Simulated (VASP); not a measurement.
Set up this calculation in VASP 6.6.1, as the native input.

* Task: single point
* Functional: PBE
* Dispersion: D3(BJ)
* Potentials or basis: VASP PAW PBE potentials, release 64 (Sn_d)
* Cutoff: 520 eV
* k mesh: 8 × 8 × 8
* Occupations: methfessel-paxton, width 0.2 eV
* Spin: no spin polarisation
* Dipole correction: no
* Further INCAR settings: ALGO = Normal; EDIFF = 1e-07; NBANDS = 21

The structure of Sn lies in POSCAR:

```
Sn
1.0
    0.0000000000      3.2758888267      3.2758888267
    3.2758888267      0.0000000000      3.2758888267
    3.2758888267      3.2758888267      0.0000000000
Sn
2
Direct
    0.0000000000      0.0000000000      0.0000000000
    0.2500000000      0.2500000000      0.2500000000
```

The input as run:

INCAR

```
ALGO = Normal ; EDIFF = 1E-7
ENCUT = 520 ; GGA = PE
ISIF = 2 ; ISMEAR = 1
IVDW = 12 ; LASPH = T
LCHARG = T ; LELF = T
LREAL = F ; LVHAR = T
LWAVE = F ; NBANDS = 21
NELM = 60 ; PREC = Accurate
SIGMA = 0.2
```

KPOINTS

```
k-points
0
Gamma
  8 8 8
```

Potentials or basis: VASP PAW PBE potentials, release 64 (Sn_d).

Command:

```sh
$ cat potpaw_PBE.64/Sn_d/POTCAR > POTCAR
$ mpirun -np 1 vasp_std > vasp.out
```

It gave:

```json
{
  "Pressure": "0.3 GPa",
  "Band gap on the k mesh": "zero (band 14 reaches 5.43 eV, above the bottom of band 15 at 5.28 eV)",
  "Dispersion energy per atom": "-0.298 eV"
}
```

Caveat: three body term missing; spin-orbit coupling is left out, which moves the levels of the heavy elements; pairwise dispersion overbinds metals, which lowers pressure and volume.

Run time: 100 s on 1 thread of AMD EPYC 7R13 (shared host), peak memory 0.19 GiB.
